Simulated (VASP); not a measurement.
# C in VASP: single point with PBE

Aim: the single point of C with PBE.

Program: VASP 6.6.1. These are calculated values, not measurements. Logs are shortened: lines on timing, memory, paths and dates and some standing lists are left out, and cuts for length are marked.

## (1) The cell of the first run

The cell holds a slab with vacuum, 6 atoms: a = 2.525 Å, b = 2.525 Å, c = 18.640 Å, α = 90.00°, β = 90.00°, γ = 120.00°.

## (2) Single point, PBE

Contents of INCAR:

```
  PREC = Accurate
  ENCUT = 520
  EDIFF = 1E-6
  ISMEAR = 0
  SIGMA = 0.05
  LREAL = F
  LASPH = T
  NELM = 60
  ALGO = Normal
  ISIF = 2
  LWAVE = F
  LCHARG = F
  LDIPOL = T
  IDIPOL = 3
  DIPOL = 0.5 0.5 0.534
  GGA = PE
  NBANDS = 21
```

Contents of KPOINTS:

```
regular mesh
0
Gamma
  12 12 1
```

Contents of POSCAR:

```
C
1.0
    2.5254662241      0.0000000000      0.0000000000
   -1.2627331121      2.1871179065      0.0000000000
    0.0000000000      0.0000000000     18.6395777088
C
6
Direct
    0.3333333333      0.6666666667      0.3755449887
    0.0000000000      0.0000000000      0.4032016579
    0.0000000000      0.0000000000      0.4861716654
    0.6666666667      0.3333333333      0.5042418483
    0.6666666667      0.3333333333      0.7171468433
    0.3333333333      0.6666666667      0.7171605373
```

Potentials or basis: VASP PAW PBE potentials, release 64 (C).

Launch:

```bash
cat potpaw_PBE.64/C/POTCAR > POTCAR
mpirun -np 1 vasp_std > vasp.out
```

OUTCAR:

```text
PREC = Accurate
   ENCUT = 520
   EDIFF = 1E-6
   ISMEAR = 0
   LREAL = F
   LASPH = T
   NELM = 60
   ISIF = 2
   GGA = PE

 ion  position               nearest neighbor table
   1  0.333  0.667  0.376-   2 1.55   2 1.55   2 1.55
   2  0.000  0.000  0.403-   3 1.55   1 1.55   1 1.55   1 1.55
   3  0.000  0.000  0.486-   4 1.50   4 1.50   4 1.50   2 1.55
   4  0.667  0.333  0.504-   3 1.50   3 1.50   3 1.50
   5  0.667  0.333  0.717-   6 1.46   6 1.46   6 1.46
   6  0.333  0.667  0.717-   5 1.46   5 1.46   5 1.46

  LATTYP: Found a hexagonal cell.
 ALAT       =     2.5254662241
 C/A-ratio  =     7.3806481872

  Lattice vectors:

 A1 = (   2.5254662241,   0.0000000000,   0.0000000000)
 A2 = (  -1.2627331121,   2.1871179065,   0.0000000000)
 A3 = (   0.0000000000,   0.0000000000,  18.6395777088)

Analysis of symmetry for initial positions (statically):
=====================================================================
 Subroutine PRICEL returns:
 Original cell was already a primitive cell.

 Routine SETGRP: Setting up the symmetry group for a
 hexagonal supercell.

 Subroutine GETGRP returns: Found  6 space group operations
 (whereof  6 operations were pure point group operations)
 out of a pool of 24 trial point group operations.

The static configuration has the point symmetry C_3v.

Analysis of symmetry for dynamics (positions and initial velocities):
=====================================================================
 Subroutine PRICEL returns:
 Original cell was already a primitive cell.

 Routine SETGRP: Setting up the symmetry group for a
 hexagonal supercell.

 Subroutine GETGRP returns: Found  6 space group operations
 (whereof  6 operations were pure point group operations)
 out of a pool of 24 trial point group operations.

The dynamic configuration has the point symmetry C_3v.

 Subroutine INISYM returns: Found  6 space group operations
 (whereof  6 operations are pure point group operations),
 and found     1 'primitive' translations

----------------------------------------------------------------------------------------

                                     Primitive cell

  volume of cell :     102.9556

[... 96 lines left out ...]
   ISIF   =      2    stress and relaxation
   ISYM   =      2    0-nonsym 1-usesym 2-fastsym
   POTIM  = 0.5000    time-step for ionic-motion
   TEBEG  =    0.0;   TEEND  =   0.0 temperature during run
   PSTRESS=    0.0 pullay stress
   NELECT =      24.0000    total number of electrons
   NUPDOWN=      -1.0000    fix difference up-down
   EMIN   =  10.00;   EMAX   =-10.00  energy-range for DOS
   EFERMI =   0.00;   METHOD = LEGACY
   ISMEAR =     0;   SIGMA  =   0.05  broadening in eV -4-tet -1-fermi 0-gaus
   EFERMI_NEDOS =   21; number of points for ismear=-14 and -15
   IALGO  =     38    algorithm
   IMIX   =      4    mixing-type and parameters
     AMIX     =   0.40;   BMIX     =  1.00
     AMIX_MAG =   1.60;   BMIX_MAG =  1.00
  volume/ion in A,a.u.               =      17.16       115.80
  Fermi-wavevector in a.u.,A,eV,Ry     =   1.007539  1.903973 13.811754  1.015135
  Thomas-Fermi vector in A             =   2.140350
   LORBIT       =      0    0 simple, 1 ext, 2 COOP (PROOUT), +10 PAW based schemes
   GGA     = PE    functional components
   LHFCALC =     F    Hartree Fock is set to
   AEXX    =    0.0000 exact exchange contribution
   IVDW    =     0    specifies the selected vdW correction
   LEPSILON=     F    determine dielectric tensor
   LRPA    =     F    only Hartree local field effects (RPA)
 non-spin polarized calculation
 Gauss-broadening in eV      SIGMA  =   0.05
  energy-cutoff  :      520.00
  volume of cell :      102.96
 maximum number of plane-waves:      2829
 NGX is ok and might be reduce to    20
   NGX =  9   NGY =  9   NGZ = 69

 dipolmoment           0.000000      0.000000      0.051566 electrons x Angstroem

 number of electron      24.0000000 magnetization

 dipolmoment           0.000000      0.000000     -0.046737 electrons x Angstroem

 Free energy of the ion-electron system (eV)
  ---------------------------------------------------
  ext. energy  EPLUGINS =         0.00000000
  ---------------------------------------------------
  free energy    TOTEN  =       -51.30295162 eV

  energy without entropy =      -51.30159409  energy(sigma->0) =      -51.30227286

 E-fermi :  -0.2148     XC(G=0):  -5.7682

 val. band max:       -0.2493477171   @ k =   0.3333   0.3333   0.0000
 cond. band min:      -0.2018719599   @ k =   0.3333   0.3333   0.0000
 fundamental gap:      0.0474757572
 Fermi energy:        -0.2148159108

 k-point     1 :       0.0000    0.0000    0.0000
  band No.  band energies     occupation
      1     -21.2310      2.00000
      2     -19.1748      2.00000
      3     -17.3376      2.00000
      4     -10.1555      2.00000
      5      -7.3512      2.00000
      6      -3.3321      2.00000
[... 445 lines left out ...]
     20      12.2913      0.00000
     21      12.6642      0.00000

------------------------ aborting loop because EDIFF is reached ----------------------------------------

 vacuum level on the upper side and lower side of the slab       (xc-potential included)        -0.889         0.597

  FORCE on cell =-STRESS in cart. coord.  units (eV):
  Direction    XX          YY          ZZ          XY          YZ          ZX
  --------------------------------------------------------------------------------------
  -------------------------------------------------------------------------------------
  Total       -5.5453523     -5.5453523      4.5950108      0.0000000      0.0000000      0.0000000
  in kB      -86.2958475    -86.2958475     71.5067917      0.0000000      0.0000000      0.0000000
  external PRESSURE =     -33.6949677 kB  Pullay stress =       0.0000000 kB

 VOLUME and BASIS-vectors are now :
 -----------------------------------------------------------------------------
  energy-cutoff  :      520.00
  volume of cell :      102.96
      direct lattice vectors                 reciprocal lattice vectors
     2.525466224  0.000000000  0.000000000     0.395966491  0.228611360  0.000000000
    -1.262733112  2.187117907  0.000000000     0.000000000  0.457222721  0.000000000
     0.000000000  0.000000000 18.639577709     0.000000000  0.000000000  0.053649284

 POSITION                                       TOTAL-FORCE (eV/Angst)
 -----------------------------------------------------------------------------------
     -0.00000      1.45808      7.00000        -0.000000      0.000000      3.579217
      0.00000      0.00000      7.51551         0.000000     -0.000000     -7.757344
      0.00000      0.00000      9.06203         0.000000      0.000000      4.153279
      1.26273      0.72904      9.39886        -0.000000     -0.000000      0.023955
      1.26273      0.72904     13.36731         0.000000     -0.000000     -0.000927
     -0.00000      1.45808     13.36757         0.000000     -0.000000      0.001820
 -----------------------------------------------------------------------------------
    total drift:                               -0.000000     -0.000000     -0.000193

  FREE ENERGIE OF THE ION-ELECTRON SYSTEM (eV)
  ---------------------------------------------------
  free  energy   TOTEN  =       -51.3029516233 eV

  energy  without entropy=      -51.3015940903  energy(sigma->0) =      -51.30227286

 vacuum level on the upper side and lower side of the slab         4.082         5.650
```

stdout:

```text
POSCAR found type information on POSCAR C
 POSCAR found :  1 types and       6 ions
 scaLAPACK will be used
 LDA part: xc-table for (Slater+PW92), standard interpolation
 POSCAR, INCAR and KPOINTS ok, starting setup
 FFT: planning ... GRIDC
 FFT: planning ... GRID_SOFT
 FFT: planning ... GRID
 WAVECAR not read
 entering main loop
```

It took 71 s on 1 thread of Intel Xeon Platinum 8375C at 2.90GHz (Ice Lake), shared host; peak memory 0.22 GiB.

Results:

* Free energy: -51.3030 eV
* Largest force: 7.757 eV/Å
* Band gap on the k mesh: 0.05 eV, direct

Forces on the atoms (eV/Å):
```
C    0.000  0.000  3.579
C    0.000  0.000 -7.757
C    0.000  0.000  4.153
C    0.000  0.000  0.024
C    0.000  0.000 -0.001
C    0.000  0.000  0.002
```

Levels at points of the mesh, in eV from the valence-band top:
| k point | band 8 | band 9 | band 10 | band 11 | band 12 | band 13 | band 14 | band 15 | band 16 | band 17 |
| --- | --- | --- | --- | --- | --- | --- | --- | --- | --- | --- |
| (0.00, 0.00, 0.00) | -3.04 | -3.04 | -2.52 | -0.88 | -0.88 | 2.11 | 3.88 | 5.47 | 6.24 | 6.83 |
| (0.50, 0.00, 0.00) | -6.20 | -6.17 | -3.83 | -2.19 | -1.34 | 0.92 | 1.69 | 5.58 | 6.71 | 7.14 |
